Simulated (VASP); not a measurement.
Mg: single point with PBE

Crystal: Mg.

```xyz
4
Lattice="3.1768 0.0000 0.0000 -1.5884 2.7512 0.0000 0.0000 0.0000 10.3189" Properties=species:S:1:pos:R:3 pbc="T T T"
Mg    1.5884    0.9171    7.7391
Mg    0.0000    0.0000    5.1594
Mg    0.0000    1.8341    2.5797
Mg    0.0000    0.0000    0.0000
```

```yaml
Program: VASP 6.6.1
Task: single point
Functional: PBE
Potentials_or_basis: VASP PAW PBE potentials, release 64 (Mg)
Cutoff: 520 eV
k_mesh: 10 × 10 × 3
Occupations: gaussian, width 0.019 eV
Spin: no spin polarisation
Dipole_correction: no
Further_INCAR_settings: ALGO = Normal; EDIFF = 1e-06; NBANDS = 12
```

```json
{"Pressure": "0.8 GPa", "Band gap on the k mesh": "zero (band 4 reaches 3.37 eV, above the bottom of band 5 at 1.48 eV)"}
```

Stress tensor (GPa, compression positive):
```
0.38 0.00 0.00
0.00 0.38 0.00
0.00 0.00 1.75
```

Levels at points of the mesh, in eV from the Fermi level:
```
           k point  band 2  band 3  band 4  band 5  band 6  band 7
(0.00, 0.00, 0.00)   -5.71   -5.71   -1.82   -1.35    4.97    4.98
(0.50, 0.00, 0.00)   -2.26   -1.20   -1.17   -0.61   -0.58    2.67
```

Run time: 21 s on 1 thread of AMD EPYC 7R43 64-Core Processor (Zen 3), with other jobs on the host, peak memory 0.16 GiB.
